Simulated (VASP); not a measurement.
# Ge in VASP: relaxation of the atoms with PBEsol

Aim: the relaxation of the atoms of Ge with PBEsol.

All numbers are computed with VASP 6.6.1; they aren't measurements. Logs are shortened: lines on timing, memory, paths and dates and some standing lists are left out, and cuts for length are marked.

## Step 1: The cell of the first run

The cell holds a slab with vacuum, 4 atoms: a = 4.013 Å, b = 4.013 Å, c = 20.096 Å, α = 90.00°, β = 90.00°, γ = 120.00°.

## Step 2: Relaxation of the atoms, PBEsol

Input file INCAR:

```
PREC = Accurate
ENCUT = 520
EDIFF = 1E-6
ISMEAR = -1
SIGMA = 0.02
LREAL = False
LASPH = True
NELM = 60
ALGO = Normal
ISIF = 2
LWAVE = False
LCHARG = False
LDIPOL = True
IDIPOL = 3
DIPOL = 0.5 0.5 0.500
GGA = PS
IBRION = 2
NSW = 32
EDIFFG = -0.01
```

Input file KPOINTS:

```
Automatic mesh
0
Gamma
  9 9 1
```

Input file POSCAR:

```
Ge
1.0
    4.0132784969      0.0000000000      0.0000000000
   -2.0066392484      3.4756011308      0.0000000000
    0.0000000000      0.0000000000     20.0960000000
Ge
4
Direct
    0.1666666667      0.3333333333      0.3975202224
    0.5000000000      1.0000000000      0.4349585441
    0.5000000000      1.0000000000      0.5650414327
    0.8333333333      0.6666666667      0.6024798013
```

Potentials or basis: VASP PAW PBE potentials, release 64 (Ge_d).

On the command line:

```
$ cat potpaw_PBE.64/Ge_d/POTCAR > POTCAR
$ mpirun -np 1 vasp_std > vasp.out
```

OUTCAR:

```text
PREC = Accurate
   ENCUT = 520
   EDIFF = 1E-6
   ISMEAR = -1
   LREAL = False
   LASPH = True
   NELM = 60
   ISIF = 2
   GGA = PS
   IBRION = 2
   NSW = 32
   EDIFFG = -0.01

 ion  position               nearest neighbor table
   1  0.167  0.333  0.398-   2 2.44   2 2.44   2 2.44
   2  0.500  0.000  0.435-   1 2.44   1 2.44   1 2.44   3 2.61
   3  0.500  0.000  0.565-   4 2.44   4 2.44   4 2.44   2 2.61
   4  0.833  0.667  0.602-   3 2.44   3 2.44   3 2.44

  LATTYP: Found a hexagonal cell.
 ALAT       =     4.0132784969
 C/A-ratio  =     5.0073773887

  Lattice vectors:

 A1 = (   4.0132784969,   0.0000000000,   0.0000000000)
 A2 = (  -2.0066392484,   3.4756011308,   0.0000000000)
 A3 = (   0.0000000000,   0.0000000000,  20.0960000000)

Analysis of symmetry for initial positions (statically):
=====================================================================
 Subroutine PRICEL returns:
 Original cell was already a primitive cell.

 Routine SETGRP: Setting up the symmetry group for a
 hexagonal supercell.

 Subroutine GETGRP returns: Found 12 space group operations
 (whereof  4 operations were pure point group operations)
 out of a pool of 24 trial point group operations.

The static configuration has the point symmetry C_2h.
 The point group associated with its full space group is D_3d.

Analysis of symmetry for dynamics (positions and initial velocities):
=====================================================================
 Subroutine PRICEL returns:
 Original cell was already a primitive cell.

 Routine SETGRP: Setting up the symmetry group for a
 hexagonal supercell.

 Subroutine GETGRP returns: Found 12 space group operations
 (whereof  4 operations were pure point group operations)
 out of a pool of 24 trial point group operations.

The dynamic configuration has the point symmetry C_2h.
 The point group associated with its full space group is D_3d.

 Subroutine INISYM returns: Found 12 space group operations
 (whereof  4 operations are pure point group operations),
 and found     1 'primitive' translations

----------------------------------------------------------------------------------------

                                     Primitive cell

  volume of cell :     280.3102

  direct lattice vectors                    reciprocal lattice vectors
     4.013278497  0.000000000  0.000000000     0.249172840  0.143860006  0.000000000
    -2.006639248  3.475601131  0.000000000     0.000000000  0.287720012  0.000000000
     0.000000000  0.000000000 20.096000000     0.000000000  0.000000000  0.049761146

  length of vectors
     4.013278497  4.013278497 20.096000000     0.287720012  0.287720012  0.049761146

  position of ions in fractional coordinates (direct lattice)
     0.166666667  0.333333333  0.397520222
     0.500000000  0.000000000  0.434958544
     0.500000000  0.000000000  0.565041433
     0.833333333  0.666666667  0.602479801

  ion indices of the primitive-cell ions
   primitive index   ion index
                 1           1
                 2           2
                 3           3
                 4           4

----------------------------------------------------------------------------------------

 KPOINTS: Automatic mesh

Automatic generation of k-mesh.
 Grid dimensions read from file:
 generate k-points for:    9    9    1

 Generating k-lattice:

  Cartesian coordinates                     Fractional coordinates (reciprocal lattice)
     0.027685871  0.015984445  0.000000000     0.111111111  0.000000000  0.000000000
     0.000000000  0.031968890  0.000000000     0.000000000  0.111111111  0.000000000
     0.000000000  0.000000000  0.049761146     0.000000000  0.000000000  1.000000000

  Length of vectors
     0.031968890  0.031968890  0.049761146

  Shift w.r.t. Gamma in fractional coordinates (k-lattice)
     0.000000000  0.000000000  0.000000000

 Subroutine IBZKPT returns following result:
 ===========================================

 Found     12 irreducible k-points:

 Following reciprocal coordinates:
            Coordinates               Weight
  0.000000  0.000000  0.000000      1.000000
  0.111111  0.000000  0.000000      6.000000
  0.222222  0.000000  0.000000      6.000000
  0.333333 -0.000000  0.000000      6.000000
  0.444444  0.000000  0.000000      6.000000
  0.111111  0.111111  0.000000      6.000000
  0.222222  0.111111  0.000000     12.000000
  0.333333  0.111111  0.000000     12.000000
  0.444444  0.111111  0.000000      6.000000
  0.222222  0.222222  0.000000      6.000000
  0.333333  0.222222  0.000000     12.000000
  0.333333  0.333333  0.000000      2.000000
   k-points           NKPTS =     12   k-points in BZ     NKDIM =     12   number of bands    NBANDS=     33
   number of dos      NEDOS =    301   number of ions     NIONS =      4
   total plane-waves  NPLWV = 135000
   dimension x,y,z NGX =    30 NGY =   30 NGZ =  150
   dimension x,y,z NGXF=    60 NGYF=   60 NGZF=  300
   ions per type =               4
   NGX,Y,Z   is equivalent  to a cutoff of  12.43, 12.43, 12.41 a.u.
   NGXF,Y,Z  is equivalent  to a cutoff of  24.85, 24.85, 24.82 a.u.
 SYSTEM =  unknown system
   PREC   = accura    normal or accurate (medium, high low for compatibility)
   ISTART =      0    job   : 0-new  1-cont  2-samecut
   ICHARG =      2    charge: 1-file 2-atom 10-const
   ISPIN  =      1    spin polarized calculation?
   LNONCOLLINEAR =      F non collinear calculations
   LSORBIT =      F    spin-orbit coupling
   LASPH  =      T    aspherical Exc in radial PAW
   ENCUT  =  520.0 eV  38.22 Ry    6.18 a.u.   7.46  7.46 37.37*2*pi/ulx,y,z
   NELM   =     60;   NELMIN=  2; NELMDL= -5     # of ELM steps
   EDIFF  = 0.1E-05   stopping-criterion for ELM
   LREAL  =      F    real-space projection
   EDIFFG = -.1E-01   stopping-criterion for IOM
   NSW    =     32    number of steps for IOM
   IBRION =      2    ionic relax: 0-MD 1-quasi-New 2-CG
   NFREE  =      1    steps in history (QN), initial steepest desc. (CG)
   ISIF   =      2    stress and relaxation
   ISYM   =      2    0-nonsym 1-usesym 2-fastsym
   POTIM  = 0.5000    time-step for ionic-motion
   TEBEG  =    0.0;   TEEND  =   0.0 temperature during run
   PSTRESS=    0.0 pullay stress
   NELECT =      56.0000    total number of electrons
   NUPDOWN=      -1.0000    fix difference up-down
   EMIN   =  10.00;   EMAX   =-10.00  energy-range for DOS
   EFERMI =   0.00;   METHOD = LEGACY
   ISMEAR =    -1;   SIGMA  =   0.02  broadening in eV -4-tet -1-fermi 0-gaus
   EFERMI_NEDOS =   21; number of points for ismear=-14 and -15
   IALGO  =     38    algorithm
   IMIX   =      4    mixing-type and parameters
     AMIX     =   0.40;   BMIX     =  1.00
     AMIX_MAG =   1.60;   BMIX_MAG =  1.00
  volume/ion in A,a.u.               =      70.08       472.91
  Fermi-wavevector in a.u.,A,eV,Ry     =   0.957028  1.808520 12.461606  0.915902
  Thomas-Fermi vector in A             =   2.086009
   LORBIT       =      0    0 simple, 1 ext, 2 COOP (PROOUT), +10 PAW based schemes
   GGA     = PS    functional components
   LHFCALC =     F    Hartree Fock is set to
   AEXX    =    0.0000 exact exchange contribution
   IVDW    =     0    specifies the selected vdW correction
   LEPSILON=     F    determine dielectric tensor
   LRPA    =     F    only Hartree local field effects (RPA)
 conjugate gradient relaxation of ions
 non-spin polarized calculation
  energy-cutoff  :      520.00
  volume of cell :      280.31
 maximum number of plane-waves:      7589
 NGX is ok and might be reduce to    30
   NGX = 15   NGY = 15   NGZ = 75

 dipolmoment           0.000000      0.000000     -0.000000 electrons x Angstroem

--------------------------------------- Ionic step        1  -------------------------------------------

 number of electron      56.0000064 magnetization

 Free energy of the ion-electron system (eV)
  ---------------------------------------------------
  ext. energy  EPLUGINS =         0.00000000
  ---------------------------------------------------
  free energy    TOTEN  =       -18.06085052 eV

  energy without entropy =      -18.05917624  energy(sigma->0) =      -18.06001338

------------------------ aborting loop because EDIFF is reached ----------------------------------------

  FORCE on cell =-STRESS in cart. coord.  units (eV):
  Direction    XX          YY          ZZ          XY          YZ          ZX
  --------------------------------------------------------------------------------------
  -------------------------------------------------------------------------------------
  Total       -0.5006603     -0.5006603     -0.0264113     -0.0000000     -0.0000000      0.0000000
  in kB       -2.8616391     -2.8616391     -0.1509601     -0.0000000     -0.0000000      0.0000000
  external PRESSURE =      -1.9580794 kB  Pullay stress =       0.0000000 kB

 VOLUME and BASIS-vectors are now :
 -----------------------------------------------------------------------------
  energy-cutoff  :      520.00
  volume of cell :      280.31
      direct lattice vectors                 reciprocal lattice vectors
     4.013278497  0.000000000  0.000000000     0.249172840  0.143860006  0.000000000
    -2.006639248  3.475601131  0.000000000     0.000000000  0.287720012  0.000000000
     0.000000000  0.000000000 20.096000000     0.000000000  0.000000000  0.049761146

 POSITION                                       TOTAL-FORCE (eV/Angst)
 -----------------------------------------------------------------------------------
      0.00000      1.15853      7.98857        -0.000000      0.000000      0.011727
      2.00664      0.00000      8.74093        -0.000000      0.000000     -0.013749
      2.00664      0.00000     11.35507         0.000000      0.000000      0.013749
      2.00664      2.31707     12.10743        -0.000000     -0.000000     -0.011727
 -----------------------------------------------------------------------------------
    total drift:                               -0.000000      0.000000      0.000734

  FREE ENERGIE OF THE ION-ELECTRON SYSTEM (eV)
  ---------------------------------------------------
  free  energy   TOTEN  =       -18.0608505240 eV

  energy  without entropy=      -18.0591762420  energy(sigma->0) =      -18.06001338

--------------------------------------- Ionic step        2  -------------------------------------------

 number of electron      56.0000065 magnetization

 dipolmoment           0.000000      0.000000      0.000003 electrons x Angstroem

 Free energy of the ion-electron system (eV)
  ---------------------------------------------------
  ext. energy  EPLUGINS =         0.00000000
  ---------------------------------------------------
  free energy    TOTEN  =       -18.06087629 eV

  energy without entropy =      -18.05915760  energy(sigma->0) =      -18.06001694

 E-fermi :  -1.7753     XC(G=0):  -3.9870

 val. band max:       -1.8009129556   @ k =   0.3333   0.3333   0.0000
 cond. band min:      -1.7700571503   @ k =   0.0000   0.0000   0.0000
 fundamental gap:      0.0308558054
 Fermi energy:        -1.7752719507

 k-point     1 :       0.0000    0.0000    0.0000
  band No.  band energies     occupation
      1     -26.1131      2.00000
      2     -26.1034      2.00000
      3     -26.1034      2.00000
      4     -26.0869      2.00000
      5     -26.0869      2.00000
      6     -26.0415      2.00000
[... 25 lines left out ...]
     32       1.9800      0.00000
     33       1.9800      0.00000
[... 365 lines left out ...]
      3     -26.1260      2.00000
      4     -26.0840      2.00000
      5     -26.0840      2.00000
      6     -26.0495      2.00000
[... 25 lines left out ...]
     32       2.6430      0.00000
     33       4.6468      0.00000

------------------------ aborting loop because EDIFF is reached ----------------------------------------

 vacuum level on the upper side and lower side of the slab       (xc-potential included)        -0.083        -0.083

  FORCE on cell =-STRESS in cart. coord.  units (eV):
  Direction    XX          YY          ZZ          XY          YZ          ZX
  --------------------------------------------------------------------------------------
  -------------------------------------------------------------------------------------
  Total       -0.4864791     -0.4864791     -0.0162768     -0.0000000      0.0000000      0.0000000
  in kB       -2.7805835     -2.7805835     -0.0930339     -0.0000000      0.0000000      0.0000000
  external PRESSURE =      -1.8847336 kB  Pullay stress =       0.0000000 kB

 VOLUME and BASIS-vectors are now :
 -----------------------------------------------------------------------------
  energy-cutoff  :      520.00
  volume of cell :      280.31
      direct lattice vectors                 reciprocal lattice vectors
     4.013278497  0.000000000  0.000000000     0.249172840  0.143860006  0.000000000
    -2.006639248  3.475601131  0.000000000     0.000000000  0.287720012  0.000000000
     0.000000000  0.000000000 20.096000000     0.000000000  0.000000000  0.049761146

 POSITION                                       TOTAL-FORCE (eV/Angst)
 -----------------------------------------------------------------------------------
      0.00000      1.15853      7.98913        -0.000000      0.000000      0.004476
      2.00664      0.00000      8.74026        -0.000000      0.000000     -0.004070
      2.00664      0.00000     11.35574         0.000000     -0.000000      0.004070
      2.00664      2.31707     12.10687        -0.000000     -0.000000     -0.004476
 -----------------------------------------------------------------------------------
    total drift:                               -0.000000      0.000000      0.000734

  FREE ENERGIE OF THE ION-ELECTRON SYSTEM (eV)
  ---------------------------------------------------
  free  energy   TOTEN  =       -18.0608762901 eV

  energy  without entropy=      -18.0591575950  energy(sigma->0) =      -18.06001694

 reached required accuracy - stopping structural energy minimisation

 vacuum level on the upper side and lower side of the slab         2.861         2.861
```

Run time: 6.4 min. Hardware: 1 thread of Oxide Virtual Turin-like, shared host; peak memory 0.36 GiB.

Results:

* Free energy: -18.0609 eV
* Energy gained by relaxing: 0.0 meV/atom
* Ionic steps: 2
* Largest force after relaxing: 0.004 eV/Å
* Band gap on the k mesh: zero (bands 28 and 29 overlap by 0.03 eV)

Forces in eV/Å, atoms in the order of the input:
```
Ge   0.000  0.000  0.004
Ge   0.000  0.000 -0.004
Ge   0.000  0.000  0.004
Ge   0.000  0.000 -0.004
```

Final structure:
```xyz
4
Lattice="4.0133 0.0000 0.0000 -2.0066 3.4756 0.0000 0.0000 0.0000 20.0960" Properties=species:S:1:pos:R:3 pbc="T T T"
Ge    0.0000    1.1585    7.9891
Ge    2.0066    0.0000    8.7403
Ge    2.0066    0.0000   11.3557
Ge    2.0066    2.3171   12.1069
```

Levels at points of the mesh, in eV from the Fermi level:
| k point | band 25 | band 26 | band 27 | band 28 | band 29 | band 30 | band 31 | band 32 |
| --- | --- | --- | --- | --- | --- | --- | --- | --- |
| (0.00, 0.00, 0.00) | -0.57 | -0.57 | 0.01 | 0.01 | 0.62 | 1.11 | 1.89 | 3.76 |

Caveat: the PAW data sets were made with another functional, which shifts forces and pressure a little.

The gap in the log of VASP goes by the Fermi energy; the results here count the filled bands.